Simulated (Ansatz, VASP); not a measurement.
Given: the input of a run of Ansatz 0.2.0 on MoS2.

The input input.yaml:

```yaml
crystal:
  lattice:
    - [3.2274645616, 0.0, 0.0]
    - [-1.6137322808, 2.7950663001, 0.0]
    - [0.0, 0.0, 6.31247342]
  atoms:
    - { symbol: Mo, position: [0.0, 0.0, 0.5] }
    - { symbol: S, position: [0.6666666667, 0.3333333333, 0.74468068] }
    - { symbol: S, position: [0.3333333333, 0.6666666667, 0.25531932] }
hamiltonian:
  xc: pbe
  pseudopotentials: { kind: paw }
kpoints:
  mp_grid: { grid: [9, 9, 4] }
scf:
  occupations: { method: gaussian, width: 0.029 }
output:
  forces: true
  stress: true
  eigenvalues: true
```

Potentials or basis: Ansatz PAW.

The run is started by

```sh
$ ansatz run input.yaml --threads 2 --pin off --max-ram 5632MiB --backend cpu --events-out ev --progress --plain --runs-dir out
```

Task: Set up the same calculation for VASP 6.6.1. Potentials there: VASP PAW PBE potentials, release 64 (Mo_sv, S).

Result: As run (the cutoff follows the program's own potentials):

INCAR

```
  PREC = Accurate
  ENCUT = 520
  EDIFF = 1E-6
  ISMEAR = 0
  SIGMA = 0.028999999999999998
  LREAL = False
  LASPH = True
  NELM = 100
  ALGO = Normal
  ISIF = 2
  LWAVE = False
  LCHARG = False
  GGA = PE
  NBANDS = 20
```

Contents of KPOINTS:

```
regular mesh
0
Gamma
  9 9 4
```

File POSCAR:

```
MoS2
1.0
    3.2274645616      0.0000000000      0.0000000000
   -1.6137322808      2.7950663001      0.0000000000
    0.0000000000      0.0000000000      6.3124734200
Mo S
1 2
Direct
    0.0000000000      0.0000000000      0.5000000000
    0.6666666667      0.3333333333      0.7446806800
    0.3333333333      0.6666666667      0.2553193200
```

Potentials or basis: VASP PAW PBE potentials, release 64 (Mo_sv, S).

Launch:

```console
$ cat potpaw_PBE.64/Mo_sv/POTCAR potpaw_PBE.64/S/POTCAR > POTCAR
$ mpirun -np 1 vasp_std > vasp.out
```

Both were run:

|  | VASP | Ansatz | Ansatz less VASP |
| --- | --- | --- | --- |
| gap on the k mesh at the Fermi level (eV) | none | none | - |
| pressure (GPa) | 1.0 | 1.1 | +0.10 |
| traceless stress, the component that is largest in VASP (GPa) | 2.02 | 2.01 | -0.007 |
| rms of the force components (eV/Å) | 0.135 | 0.139 | +0.0038 |

Atom by atom the forces differ by 0.004 eV/Å (rms over components). A gap of «none» marks a metal or a gap that the smearing closes.
